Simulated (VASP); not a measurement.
# NaF (I4/mmm) in VASP: further runs

Runs on NaF. Level: PBE. Tasks: single point.

Program: VASP 6.6.1. These are calculated values, not measurements. Logs are shortened: lines on timing, memory, paths and dates and some standing lists are left out, and cuts for length are marked.

### Step 1. The cell of the first run

It takes space group I4/mmm (No. 139, tetragonal). The conventional cell has a = 3.187 Å, b = 3.187 Å, c = 4.647 Å, α = 90.00°, β = 90.00°, γ = 90.00°. Na (site symmetry 4/mmm) has 6 F at 2.25 to 2.32 Å within 3.0 Å. F (site symmetry 4/mmm) has 6 Na at 2.25 to 2.32 Å within 3.0 Å.

### Step 2. Single point, PBE (strain -0.030 along x and y, +0.000 along z)

File INCAR:

```
PREC = Accurate
ENCUT = 520
EDIFF = 1E-6
ISMEAR = 0
SIGMA = 0.05
LREAL = False
LASPH = True
NELM = 80
ALGO = Normal
ISIF = 2
LWAVE = False
LCHARG = False
GGA = PE
NBANDS = 14
```

File KPOINTS:

```
regular mesh
0
Gamma
  8 8 8
```

File POSCAR:

```
NaF
1.0
    0.0000000000      2.2536010000      2.3233000000
    2.2536010000      0.0000000000      2.3233000000
    2.2536010000      2.2536010000      0.0000000000
Na F
1 1
Direct
    0.0000000000      0.0000000000      0.0000000000
    0.5000000000      0.5000000000      0.5000000000
```

Potentials or basis: VASP PAW PBE potentials, release 64 (Na_pv, F).

Launch:

```
cat potpaw_PBE.64/Na_pv/POTCAR potpaw_PBE.64/F/POTCAR > POTCAR
mpirun -np 1 vasp_std > vasp.out
```

OUTCAR:

```text
PREC = Accurate
   ENCUT = 520
   EDIFF = 1E-6
   ISMEAR = 0
   LREAL = False
   LASPH = True
   NELM = 80
   ISIF = 2
   GGA = PE

 ion  position               nearest neighbor table
   1  0.000  0.000  0.000-   2 2.25   2 2.25   2 2.25   2 2.25   2 2.32   2 2.32
   2  0.500  0.500  0.500-   1 2.25   1 2.25   1 2.25   1 2.25   1 2.32   1 2.32

  LATTYP: Found a body centered tetragonal cell.
 ALAT       =     3.1870730984
 C/A-ratio  =     1.4579521262

  Lattice vectors:

 A1 = (  -2.2536010000,   0.0000000000,   2.3233000000)
 A2 = (   2.2536010000,   0.0000000000,   2.3233000000)
 A3 = (   0.0000000000,   2.2536010000,  -2.3233000000)

Analysis of symmetry for initial positions (statically):
=====================================================================
 Subroutine PRICEL returns:
 Original cell was already a primitive cell.

 Routine SETGRP: Setting up the symmetry group for a
 body centered tetragonal supercell.

 Subroutine GETGRP returns: Found 16 space group operations
 (whereof 16 operations were pure point group operations)
 out of a pool of 16 trial point group operations.

The static configuration has the point symmetry D_4h.

Analysis of symmetry for dynamics (positions and initial velocities):
=====================================================================
 Subroutine PRICEL returns:
 Original cell was already a primitive cell.

 Routine SETGRP: Setting up the symmetry group for a
 body centered tetragonal supercell.

 Subroutine GETGRP returns: Found 16 space group operations
 (whereof 16 operations were pure point group operations)
 out of a pool of 16 trial point group operations.

The dynamic configuration has the point symmetry D_4h.

 Subroutine INISYM returns: Found 16 space group operations
 (whereof 16 operations are pure point group operations),
 and found     1 'primitive' translations

----------------------------------------------------------------------------------------

                                     Primitive cell

  volume of cell :      23.5988

  direct lattice vectors                    reciprocal lattice vectors
     0.000000000  2.253601000  2.323300000    -0.221867136  0.221867136  0.215211122
     2.253601000  0.000000000  2.323300000     0.221867136 -0.221867136  0.215211122
     2.253601000  2.253601000  0.000000000     0.221867136  0.221867136 -0.215211122

  length of vectors
     3.236732976  3.236732976  3.187073098     0.380481116  0.380481116  0.380481116

  position of ions in fractional coordinates (direct lattice)
     0.000000000  0.000000000  0.000000000
     0.500000000  0.500000000  0.500000000

  ion indices of the primitive-cell ions
   primitive index   ion index
                 1           1
                 2           2

----------------------------------------------------------------------------------------

 KPOINTS: regular mesh

Automatic generation of k-mesh.
 Grid dimensions read from file:
 generate k-points for:    8    8    8

 Generating k-lattice:

  Cartesian coordinates                     Fractional coordinates (reciprocal lattice)
    -0.027733392  0.027733392  0.026901390     0.125000000  0.000000000  0.000000000
     0.027733392 -0.027733392  0.026901390     0.000000000  0.125000000  0.000000000
     0.027733392  0.027733392 -0.026901390     0.000000000  0.000000000  0.125000000

  Length of vectors
     0.047560139  0.047560139  0.047560139

  Shift w.r.t. Gamma in fractional coordinates (k-lattice)
     0.000000000  0.000000000  0.000000000

 Subroutine IBZKPT returns following result:
 ===========================================

 Found     59 irreducible k-points:

 Following reciprocal coordinates:
            Coordinates               Weight
  0.000000  0.000000  0.000000      1.000000
  0.125000  0.000000  0.000000      8.000000
  0.250000  0.000000  0.000000      8.000000
  0.375000  0.000000  0.000000      8.000000
  0.500000  0.000000  0.000000      4.000000
  0.125000  0.125000  0.000000      2.000000
[... 16 lines left out ...]
  0.250000  0.000000  0.125000     16.000000
  0.375000  0.000000  0.125000     16.000000
 [... further k-points ...]
   k-points           NKPTS =     59   k-points in BZ     NKDIM =     59   number of bands    NBANDS=     14
   number of dos      NEDOS =    301   number of ions     NIONS =      2
   total plane-waves  NPLWV =  13824
   dimension x,y,z NGX =    24 NGY =   24 NGZ =   24
   dimension x,y,z NGXF=    48 NGYF=   48 NGZF=   48
   ions per type =               1   1
   NGX,Y,Z   is equivalent  to a cutoff of  12.33, 12.33, 12.52 a.u.
   NGXF,Y,Z  is equivalent  to a cutoff of  24.65, 24.65, 25.04 a.u.
 SYSTEM =  unknown system
   PREC   = accura    normal or accurate (medium, high low for compatibility)
   ISTART =      0    job   : 0-new  1-cont  2-samecut
   ICHARG =      2    charge: 1-file 2-atom 10-const
   ISPIN  =      1    spin polarized calculation?
   LNONCOLLINEAR =      F non collinear calculations
   LSORBIT =      F    spin-orbit coupling
   LASPH  =      T    aspherical Exc in radial PAW
   ENCUT  =  520.0 eV  38.22 Ry    6.18 a.u.   6.02  6.02  5.93*2*pi/ulx,y,z
   NELM   =     80;   NELMIN=  2; NELMDL= -5     # of ELM steps
   EDIFF  = 0.1E-05   stopping-criterion for ELM
   LREAL  =      F    real-space projection
   EDIFFG = 0.1E-04   stopping-criterion for IOM
   NSW    =      0    number of steps for IOM
   IBRION =     -1    ionic relax: 0-MD 1-quasi-New 2-CG
   NFREE  =      0    steps in history (QN), initial steepest desc. (CG)
   ISIF   =      2    stress and relaxation
   ISYM   =      2    0-nonsym 1-usesym 2-fastsym
   POTIM  = 0.5000    time-step for ionic-motion
   TEBEG  =    0.0;   TEEND  =   0.0 temperature during run
   PSTRESS=    0.0 pullay stress
   NELECT =      14.0000    total number of electrons
   NUPDOWN=      -1.0000    fix difference up-down
   EMIN   =  10.00;   EMAX   =-10.00  energy-range for DOS
   EFERMI =   0.00;   METHOD = LEGACY
   ISMEAR =     0;   SIGMA  =   0.05  broadening in eV -4-tet -1-fermi 0-gaus
   EFERMI_NEDOS =   21; number of points for ismear=-14 and -15
   IALGO  =     38    algorithm
   IMIX   =      4    mixing-type and parameters
     AMIX     =   0.40;   BMIX     =  1.00
     AMIX_MAG =   1.60;   BMIX_MAG =  1.00
  volume/ion in A,a.u.               =      11.80        79.63
  Fermi-wavevector in a.u.,A,eV,Ry     =   1.375586  2.599481 25.745443  1.892237
  Thomas-Fermi vector in A             =   2.500908
   LORBIT       =      0    0 simple, 1 ext, 2 COOP (PROOUT), +10 PAW based schemes
   GGA     = PE    functional components
   LHFCALC =     F    Hartree Fock is set to
   AEXX    =    0.0000 exact exchange contribution
   IVDW    =     0    specifies the selected vdW correction
   LEPSILON=     F    determine dielectric tensor
   LRPA    =     F    only Hartree local field effects (RPA)
 non-spin polarized calculation
 Gauss-broadening in eV      SIGMA  =   0.05
  energy-cutoff  :      520.00
  volume of cell :       23.60
 maximum number of plane-waves:       652
   NGX = 13   NGY = 13   NGZ = 11

 number of electron      14.0000000 magnetization

 Free energy of the ion-electron system (eV)
  ---------------------------------------------------
  ext. energy  EPLUGINS =         0.00000000
  ---------------------------------------------------
  free energy    TOTEN  =        -8.52568455 eV

  energy without entropy =       -8.52568455  energy(sigma->0) =       -8.52568455

 E-fermi :  -1.5327     XC(G=0):  -9.4087

 val. band max:       -1.8430789925   @ k =   0.0000   0.0000   0.0000
 cond. band min:       4.7469310774   @ k =   0.0000   0.0000   0.0000
 fundamental gap:      6.5900100698
 Fermi energy:        -1.5326599730

 k-point     1 :       0.0000    0.0000    0.0000
  band No.  band energies     occupation
      1     -21.1124      2.00000
      2     -20.6414      2.00000
      3     -20.6308      2.00000
      4     -20.6308      2.00000
      5      -1.8478      2.00000
      6      -1.8431      2.00000
      7      -1.8431      2.00000
      8       4.7469      0.00000
      9      17.3698      0.00000
     10      17.5942      0.00000
     11      17.5942      0.00000
     12      20.4936      0.00000
     13      22.2800      0.00000
     14      23.1804      0.00000

 k-point     2 :       0.1250    0.0000    0.0000
  band No.  band energies     occupation
      1     -21.2755      2.00000
      2     -20.6416      2.00000
      3     -20.6322      2.00000
      4     -20.4470      2.00000
      5      -2.1607      2.00000
      6      -1.8907      2.00000
      7      -1.8836      2.00000
      8       5.3133      0.00000
      9      15.7587      0.00000
     10      17.6895      0.00000
     11      17.8685      0.00000
     12      21.7817      0.00000
     13      22.5000      0.00000
     14      22.6028      0.00000

 k-point     3 :       0.2500    0.0000    0.0000
  band No.  band energies     occupation
      1     -21.5034      2.00000
      2     -20.6483      2.00000
      3     -20.6353      2.00000
      4     -20.1617      2.00000
      5      -2.8052      2.00000
      6      -1.9964      2.00000
      7      -1.9802      2.00000
      8       6.6709      0.00000
      9      13.6610      0.00000
     10      18.2218      0.00000
     11      18.5184      0.00000
     12      21.2157      0.00000
     13      21.8810      0.00000
     14      23.3446      0.00000
[... 324 lines left out ...]
 k-point    23 :       0.2500    0.0000    0.1250
  band No.  band energies     occupation
      1     -21.4465      2.00000
      2     -20.6575      2.00000
      3     -20.6466      2.00000
      4     -20.2111      2.00000
      5      -2.6781      2.00000
      6      -2.0138      2.00000
      7      -2.0093      2.00000
      8       6.5790      0.00000
      9      13.9435      0.00000
     10      17.9359      0.00000
     11      18.0597      0.00000
     12      19.9910      0.00000
     13      22.9200      0.00000
     14      25.0074      0.00000

 k-point    24 :       0.3750    0.0000    0.1250
  band No.  band energies     occupation
      1     -21.5771      2.00000
      2     -20.6641      2.00000
      3     -20.6506      2.00000
      4     -20.0324      2.00000
      5      -3.1644      2.00000
      6      -2.1460      2.00000
      7      -2.1086      2.00000
      8       8.1040      0.00000
      9      12.4367      0.00000
     10      17.9137      0.00000
     11      18.3537      0.00000
     12      19.8481      0.00000
     13      22.6934      0.00000
     14      24.8955      0.00000

 [... further k-points ...]

------------------------ aborting loop because EDIFF is reached ----------------------------------------

  FORCE on cell =-STRESS in cart. coord.  units (eV):
  Direction    XX          YY          ZZ          XY          YZ          ZX
  --------------------------------------------------------------------------------------
  -------------------------------------------------------------------------------------
  Total        0.9633542      0.9633542      0.4627161      0.0000000     -0.0000000      0.0000000
  in kB       65.4044397     65.4044397     31.4149112      0.0000000     -0.0000000      0.0000000
  external PRESSURE =      54.0745969 kB  Pullay stress =       0.0000000 kB

 VOLUME and BASIS-vectors are now :
 -----------------------------------------------------------------------------
  energy-cutoff  :      520.00
  volume of cell :       23.60
      direct lattice vectors                 reciprocal lattice vectors
     0.000000000  2.253601000  2.323300000    -0.221867136  0.221867136  0.215211122
     2.253601000  0.000000000  2.323300000     0.221867136 -0.221867136  0.215211122
     2.253601000  2.253601000  0.000000000     0.221867136  0.221867136 -0.215211122

 POSITION                                       TOTAL-FORCE (eV/Angst)
 -----------------------------------------------------------------------------------
      0.00000      0.00000      0.00000        -0.000000     -0.000000      0.000000
      2.25360      2.25360      2.32330         0.000000      0.000000      0.000000
 -----------------------------------------------------------------------------------
    total drift:                                0.000000     -0.000000      0.000000

  FREE ENERGIE OF THE ION-ELECTRON SYSTEM (eV)
  ---------------------------------------------------
  free  energy   TOTEN  =        -8.5256845454 eV

  energy  without entropy=       -8.5256845454  energy(sigma->0) =       -8.52568455
```

Run time: 30 s. Hardware: 1 thread of Intel Xeon 6975P-C, shared host; peak memory 0.11 GiB.

Results:

| Quantity | Value |
| --- | --- |
| Free energy | -8.5257 eV |
| Pressure | 5.4 GPa |
| Band gap on the k mesh | 6.59 eV, direct |

Stress tensor (GPa, compression positive):
```
6.54 0.00 0.00
0.00 6.54 0.00
0.00 0.00 3.14
```

Caveat: the cell differs from its parent crystal (strain -0.030 along x and y, +0.000 along z).

### Step 3. Single point, PBE (strain -0.030 along x and y, +0.015 along z)

File INCAR:

```
SYSTEM = NaF
PREC = Accurate
ENCUT = 520
EDIFF = 1E-6
ISMEAR = 0
SIGMA = 0.05
LREAL = .False.
LASPH = .True.
NELM = 60
ALGO = Normal
ISIF = 2
LWAVE = .False.
LCHARG = .False.
GGA = PE
NBANDS = 14
```

File KPOINTS:

```
regular mesh
0
Gamma
  8 8 8
  0 0 0
```

File POSCAR:

```
NaF
1.0
    0.0000000000      2.2536010000      2.3581495000
    2.2536010000      0.0000000000      2.3581495000
    2.2536010000      2.2536010000      0.0000000000
Na F
1 1
Direct
    0.0000000000      0.0000000000      0.0000000000
    0.5000000000      0.5000000000      0.5000000000
```

Potentials or basis: VASP PAW PBE potentials, release 64 (Na_pv, F).

Launch:

```
cat potpaw_PBE.64/Na_pv/POTCAR potpaw_PBE.64/F/POTCAR > POTCAR
mpirun -np 1 vasp_std > vasp.out
```

Wall time 32 s (1 thread of Intel Xeon 6975P-C, shared host); peak memory 0.11 GiB.

The run converged. Its results:

```yaml
Free_energy: -8.5314 eV
Pressure: 4.6 GPa
Band_gap_on_the_k_mesh: 6.50 eV, direct
```

Stress tensor (GPa, compression positive):
```
6.09 0.00 0.00
0.00 6.09 0.00
0.00 0.00 1.50
```

Levels at points of the mesh, in eV from the valence-band top:
```tsv
k point	band 5	band 6	band 7	band 8	band 9	band 10
(0.00, 0.00, 0.00)	-0.01	0.00	0.00	6.50	19.05	19.38
(0.50, 0.00, 0.00)	-1.67	-0.30	-0.26	11.01	12.79	20.12
(0.50, 0.50, 0.00)	-1.38	-0.37	-0.37	13.06	13.74	13.89
(0.50, 0.00, 0.50)	-1.30	-0.48	-0.42	13.30	13.68	14.04
```

Caveat: the cell differs from its parent crystal (strain -0.030 along x and y, +0.015 along z).

### Step 4. Single point, PBE (strain -0.015 along x and y, -0.030 along z)

File INCAR:

```
SYSTEM = NaF
ALGO = Normal
EDIFF = 1E-7
ENCUT = 520
GGA = PE
ISIF = 2
ISMEAR = 0
LASPH = .True.
LCHARG = .False.
LREAL = .False.
LWAVE = .False.
NBANDS = 14
NELM = 100
PREC = Accurate
SIGMA = 0.05
```

File KPOINTS:

```
k-points
0
Gamma
  8 8 8
  0 0 0
```

File POSCAR:

```
NaF
1.0
    0.0000000000      2.2884505000      2.2536010000
    2.2884505000      0.0000000000      2.2536010000
    2.2884505000      2.2884505000      0.0000000000
Na F
1 1
Direct
    0.0000000000      0.0000000000      0.0000000000
    0.5000000000      0.5000000000      0.5000000000
```

Launch:

```
cat potpaw_PBE.64/Na_pv/POTCAR potpaw_PBE.64/F/POTCAR > POTCAR
mpirun -np 1 vasp_std > vasp.out
```

Wall time 37 s (1 thread of Intel Xeon 6975P-C, shared host); peak memory 0.11 GiB.

It converged, with:

```
Free energy            : -8.5297 eV
Pressure               : 5.3 GPa
Band gap on the k mesh : 6.59 eV, direct
```

Stress tensor (GPa, compression positive):
```
4.68 0.00 0.00
0.00 4.68 0.00
0.00 0.00 6.52
```

Levels at points of the mesh, in eV from the valence-band top:
```csv
k point,band 3,band 4,band 5,band 6,band 7,band 8,band 9,band 10,band 11,band 12
"(0.00, 0.00, 0.00)",-18.80,-18.79,0.00,0.00,0.00,6.59,19.32,19.32,19.43,22.33
"(0.50, 0.00, 0.00)",-18.80,-18.03,-1.71,-0.29,-0.28,11.11,12.92,20.54,20.84,23.45
"(0.50, 0.50, 0.00)",-18.86,-18.86,-1.33,-0.45,-0.45,13.38,13.74,14.17,20.34,20.34
"(0.50, 0.00, 0.50)",-18.86,-18.85,-1.37,-0.43,-0.41,13.53,13.54,14.12,20.45,20.61
```

Caveat: the cell differs from its parent crystal (strain -0.015 along x and y, -0.030 along z).

[end of part 1 of 2]
